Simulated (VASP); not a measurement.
# Zr (P6_3/mmc) in VASP: a series of runs

Aim: see how the results for Zr move with the level of theory and the settings. Levels: BLYP+D4, LDA. Tasks: relaxation of cell and atoms, single point, relaxation of the atoms.

Everything below comes from runs of VASP 6.6.1. Logs are shortened: lines on timing, memory, paths and dates and some standing lists are left out, and cuts for length are marked.

## 1. The cell of the first run

It takes space group P6_3/mmc (No. 194, hexagonal). Conventional cell: a = 3.232 Å, b = 3.232 Å, c = 5.147 Å, α = 90.00°, β = 90.00°, γ = 120.00°. Zr (site symmetry -6m2) has 12 Zr at 3.18 to 3.23 Å within 4.2 Å.

## 2. Relaxation of cell and atoms, BLYP+D4

Contents of INCAR:

```
PREC = Accurate ; ENCUT = 600
EDIFF = 1E-6 ; ISMEAR = -1
SIGMA = 0.05 ; LREAL = False
LASPH = True ; NELM = 60
ALGO = Normal ; ISIF = 3
LWAVE = False ; LCHARG = False
GGA = B5 ; ALDAX = 1.0
AGGAX = 1.0 ; AGGAC = 1.0
ALDAC = 0.0 ; IVDW = 13
VDW_S6 = 1.0 ; VDW_S8 = 2.34076671
VDW_A1 = 0.44488865 ; VDW_A2 = 4.0933009
IBRION = 2 ; NSW = 80
EDIFFG = -0.02
```

Contents of KPOINTS:

```
regular mesh
0
Gamma
  9 9 5
```

Contents of POSCAR:

```
Zr
1.0
    3.2320000000      0.0000000000      0.0000000000
   -1.6160000000      2.7989941050      0.0000000000
    0.0000000000      0.0000000000      5.1470000000
Zr
2
Direct
    0.6666666667      0.3333333333      0.7500000000
    0.3333333333      0.6666666667      0.2500000000
```

Potentials or basis: VASP PAW PBE potentials, release 64 (Zr_sv).

The run is started by

```
> cat potpaw_PBE.64/Zr_sv/POTCAR > POTCAR
> mpirun -np 1 vasp_std > vasp.out
```

OUTCAR:

```text
PREC = Accurate
   ENCUT = 600
   EDIFF = 1E-6
   ISMEAR = -1
   LREAL = False
   LASPH = True
   NELM = 60
   ISIF = 3
   GGA = B5
   IVDW = 13
   IBRION = 2
   NSW = 80
   EDIFFG = -0.02

 ion  position               nearest neighbor table
   1  0.667  0.333  0.750-   2 3.18   2 3.18   2 3.18   2 3.18   2 3.18   2 3.18
   2  0.333  0.667  0.250-   1 3.18   1 3.18   1 3.18   1 3.18   1 3.18   1 3.18

  LATTYP: Found a hexagonal cell.
 ALAT       =     3.2320000000
 C/A-ratio  =     1.5925123762

  Lattice vectors:

 A1 = (   3.2320000000,   0.0000000000,   0.0000000000)
 A2 = (  -1.6160000000,   2.7989941050,   0.0000000000)
 A3 = (   0.0000000000,   0.0000000000,   5.1470000000)

Analysis of symmetry for initial positions (statically):
=====================================================================
 Subroutine PRICEL returns:
 Original cell was already a primitive cell.

 Routine SETGRP: Setting up the symmetry group for a
 hexagonal supercell.

 Subroutine GETGRP returns: Found 24 space group operations
 (whereof 12 operations were pure point group operations)
 out of a pool of 24 trial point group operations.

The static configuration has the point symmetry D_3d.
 The point group associated with its full space group is D_6h.

Analysis of symmetry for dynamics (positions and initial velocities):
=====================================================================
 Subroutine PRICEL returns:
 Original cell was already a primitive cell.

 Routine SETGRP: Setting up the symmetry group for a
 hexagonal supercell.

 Subroutine GETGRP returns: Found 24 space group operations
 (whereof 12 operations were pure point group operations)
 out of a pool of 24 trial point group operations.

The dynamic configuration has the point symmetry D_3d.
 The point group associated with its full space group is D_6h.

 Subroutine INISYM returns: Found 24 space group operations
 (whereof 12 operations are pure point group operations),
 and found     1 'primitive' translations

----------------------------------------------------------------------------------------

                                     Primitive cell

  volume of cell :      46.5616

  direct lattice vectors                    reciprocal lattice vectors
     3.232000000  0.000000000  0.000000000     0.309405941  0.178635603  0.000000000
    -1.616000000  2.798994105  0.000000000     0.000000000  0.357271206  0.000000000
     0.000000000  0.000000000  5.147000000     0.000000000  0.000000000  0.194287935

  length of vectors
     3.232000000  3.232000000  5.147000000     0.357271206  0.357271206  0.194287935

  position of ions in fractional coordinates (direct lattice)
     0.666666667  0.333333333  0.750000000
     0.333333333  0.666666667  0.250000000

  ion indices of the primitive-cell ions
   primitive index   ion index
                 1           1
                 2           2

----------------------------------------------------------------------------------------

 KPOINTS: regular mesh

Automatic generation of k-mesh.
 Grid dimensions read from file:
 generate k-points for:    9    9    5

 Generating k-lattice:

  Cartesian coordinates                     Fractional coordinates (reciprocal lattice)
     0.034378438  0.019848400  0.000000000     0.111111111  0.000000000  0.000000000
     0.000000000  0.039696801  0.000000000     0.000000000  0.111111111  0.000000000
     0.000000000  0.000000000  0.038857587     0.000000000  0.000000000  0.200000000

  Length of vectors
     0.039696801  0.039696801  0.038857587

  Shift w.r.t. Gamma in fractional coordinates (k-lattice)
     0.000000000  0.000000000  0.000000000

 Subroutine IBZKPT returns following result:
 ===========================================

 Found     36 irreducible k-points:

 Following reciprocal coordinates:
            Coordinates               Weight
  0.000000  0.000000  0.000000      1.000000
  0.111111  0.000000  0.000000      6.000000
  0.222222  0.000000  0.000000      6.000000
  0.333333  0.000000  0.000000      6.000000
  0.444444  0.000000  0.000000      6.000000
  0.111111  0.111111  0.000000      6.000000
[... 16 lines left out ...]
  0.333333  0.222222  0.200000     24.000000
  0.333333  0.333333  0.200000      4.000000
 [... further k-points ...]
   k-points           NKPTS =     36   k-points in BZ     NKDIM =     36   number of bands    NBANDS=     16
   number of dos      NEDOS =    301   number of ions     NIONS =      2
   total plane-waves  NPLWV =  32928
   dimension x,y,z NGX =    28 NGY =   28 NGZ =   42
   dimension x,y,z NGXF=    56 NGYF=   56 NGZF=   84
   ions per type =               2
   NGX,Y,Z   is equivalent  to a cutoff of  14.40, 14.40, 13.57 a.u.
   NGXF,Y,Z  is equivalent  to a cutoff of  28.80, 28.80, 27.13 a.u.
 SYSTEM =  unknown system
   PREC   = accura    normal or accurate (medium, high low for compatibility)
   ISTART =      0    job   : 0-new  1-cont  2-samecut
   ICHARG =      2    charge: 1-file 2-atom 10-const
   ISPIN  =      1    spin polarized calculation?
   LNONCOLLINEAR =      F non collinear calculations
   LSORBIT =      F    spin-orbit coupling
   LASPH  =      T    aspherical Exc in radial PAW
   ENCUT  =  600.0 eV  44.10 Ry    6.64 a.u.   6.46  6.46 10.28*2*pi/ulx,y,z
   NELM   =     60;   NELMIN=  2; NELMDL= -5     # of ELM steps
   EDIFF  = 0.1E-05   stopping-criterion for ELM
   LREAL  =      F    real-space projection
   EDIFFG = -.2E-01   stopping-criterion for IOM
   NSW    =     80    number of steps for IOM
   IBRION =      2    ionic relax: 0-MD 1-quasi-New 2-CG
   NFREE  =      1    steps in history (QN), initial steepest desc. (CG)
   ISIF   =      3    stress and relaxation
   ISYM   =      2    0-nonsym 1-usesym 2-fastsym
   POTIM  = 0.5000    time-step for ionic-motion
   TEBEG  =    0.0;   TEEND  =   0.0 temperature during run
   PSTRESS=    0.0 pullay stress
   NELECT =      24.0000    total number of electrons
   NUPDOWN=      -1.0000    fix difference up-down
   EMIN   =  10.00;   EMAX   =-10.00  energy-range for DOS
   EFERMI =   0.00;   METHOD = LEGACY
   ISMEAR =    -1;   SIGMA  =   0.05  broadening in eV -4-tet -1-fermi 0-gaus
   EFERMI_NEDOS =   21; number of points for ismear=-14 and -15
   IALGO  =     38    algorithm
   IMIX   =      4    mixing-type and parameters
     AMIX     =   0.40;   BMIX     =  1.00
     AMIX_MAG =   1.60;   BMIX_MAG =  1.00
  volume/ion in A,a.u.               =      23.28       157.11
  Fermi-wavevector in a.u.,A,eV,Ry     =   1.312611  2.480475 23.442130  1.722948
  Thomas-Fermi vector in A             =   2.442991
   LORBIT       =      0    0 simple, 1 ext, 2 COOP (PROOUT), +10 PAW based schemes
   GGA     = B5    functional components
   LHFCALC =     F    Hartree Fock is set to
   AEXX    =    0.0000 exact exchange contribution
   IVDW    =    13    specifies the selected vdW correction
   LEPSILON=     F    determine dielectric tensor
   LRPA    =     F    only Hartree local field effects (RPA)
 conjugate gradient relaxation of ions
 non-spin polarized calculation
  energy-cutoff  :      600.00
  volume of cell :       46.56
 maximum number of plane-waves:      1572
 NGX is ok and might be reduce to    28
   NGX = 13   NGY = 13   NGZ = 21

--------------------------------------- Ionic step        1  -------------------------------------------

 number of electron      24.0000000 magnetization

 Free energy of the ion-electron system (eV)
  ---------------------------------------------------
  ext. energy  EPLUGINS =         0.00000000
  ---------------------------------------------------
  free energy    TOTEN  =       -14.64678269 eV

  energy without entropy =      -14.62894252  energy(sigma->0) =      -14.63786261

------------------------ aborting loop because EDIFF is reached ----------------------------------------

  DFT-D4 for vdW energy calculation

  Edisp (eV):   -0.74466

  FORCE on cell =-STRESS in cart. coord.  units (eV):
  Direction    XX          YY          ZZ          XY          YZ          ZX
  --------------------------------------------------------------------------------------
  -------------------------------------------------------------------------------------
  Total       0.21397     0.21397     0.52226     0.00000     0.00000     0.00000
  in kB       7.36271     7.36271    17.97103     0.00000     0.00000     0.00000
  external pressure =       10.90 kB  Pullay stress =        0.00 kB
[... 101 lines left out ...]
  energy  without entropy=      -15.3761691330  energy(sigma->0) =      -15.38502506

--------------------------------------- Ionic step        4  -------------------------------------------

 number of electron      24.0000000 magnetization

 Free energy of the ion-electron system (eV)
  ---------------------------------------------------
  ext. energy  EPLUGINS =         0.00000000
  ---------------------------------------------------
  free energy    TOTEN  =       -14.65851249 eV

  energy without entropy =      -14.64088709  energy(sigma->0) =      -14.64969979

 E-fermi :   9.3757     XC(G=0): -10.4586

 val. band max:        9.3708155489   @ k =   0.3333   0.3333   0.4000
 cond. band min:       9.3863721583   @ k =   0.1111   0.0000   0.2000
 fundamental gap:      0.0155566094
 Fermi energy:         9.3757142647

 k-point     1 :       0.0000    0.0000    0.0000
  band No.  band energies     occupation
      1     -39.4252      2.00000
      2     -39.2814      2.00000
      3     -18.0162      2.00000
      4     -17.1807      2.00000
      5     -17.1807      2.00000
      6     -17.0653      2.00000
[... 8 lines left out ...]
     15      10.8265      0.00000
     16      10.8265      0.00000
[... 420 lines left out ...]
  band No.  band energies     occupation
      1     -39.2595      2.00000
      2     -39.2595      2.00000
      3     -17.7006      2.00000
      4     -17.6911      2.00000
      5     -17.6911      2.00000
      6     -17.4599      2.00000
[... 8 lines left out ...]
     15      11.0596      0.00000
     16      12.9185      0.00000

 [... further k-points ...]

------------------------ aborting loop because EDIFF is reached ----------------------------------------

  DFT-D4 for vdW energy calculation

  Edisp (eV):   -0.73573

  FORCE on cell =-STRESS in cart. coord.  units (eV):
  Direction    XX          YY          ZZ          XY          YZ          ZX
  --------------------------------------------------------------------------------------
  -------------------------------------------------------------------------------------
  Total      -0.03802    -0.03802     0.02453     0.00000     0.00000     0.00000
  in kB      -1.29305    -1.29305     0.83433     0.00000     0.00000     0.00000
  external pressure =       -0.58 kB  Pullay stress =        0.00 kB
[... 17 lines left out ...]
  FREE ENERGIE OF THE ION-ELECTRON SYSTEM (eV)
  ---------------------------------------------------
  free  energy   TOTEN  =       -15.3942435572 eV

  energy  without entropy=      -15.3766181482  energy(sigma->0) =      -15.38543085

 reached required accuracy - stopping structural energy minimisation
```

Wall time 2.8 min (1 thread of Intel Xeon 8259CL, shared host); peak memory 0.2 GiB.

Results:

| Property | Result |
| --- | --- |
| Free energy | -15.3942 eV |
| Relaxed volume | 23.56 Å³/atom |
| Relaxed cell | a = 3.236 Å, b = 3.236 Å, c = 5.196 Å, α = 90.00°, β = 90.00°, γ = 120.00° |
| Space group after relaxing (to 0.1 Å) | P6_3/mmc (No. 194) |
| Energy gained by relaxing | 1.4 meV/atom |
| Ionic steps | 4 |
| Pressure after relaxing | -0.1 GPa |
| Band gap on the k mesh | zero (bands 12 and 13 overlap by 1.06 eV) |
| Dispersion energy per atom | -0.368 eV |

Stress tensor (GPa, compression positive):
```
-0.13  0.00  0.00
 0.00 -0.13  0.00
 0.00  0.00  0.08
```

The path:
| step | energy change (eV) | largest force (eV/Å) | pressure (GPa) | volume (Å³) |
| --- | --- | --- | --- | --- |
| 1 | 0.0000 | 0.0000 | 1.09 | 46.56 |
| 2 | -0.0009 | 0.0000 | -1.06 | 47.64 |
| 3 | -0.0024 | 0.0000 | -0.14 | 47.16 |
| 4 | -0.0028 | 0.0000 | -0.06 | 47.11 |

Final structure:
```
CELL_PARAMETERS angstrom
3.23561 0.00000 0.00000
-1.61780 2.80212 0.00000
0.00000 0.00000 5.19612
ATOMIC_POSITIONS crystal
Zr 0.66667 0.33333 0.75000
Zr 0.33333 0.66667 0.25000
```

Caveat: the PAW data sets were made with another functional, which shifts forces and pressure a little.

(Continued in part 2 of 2.)
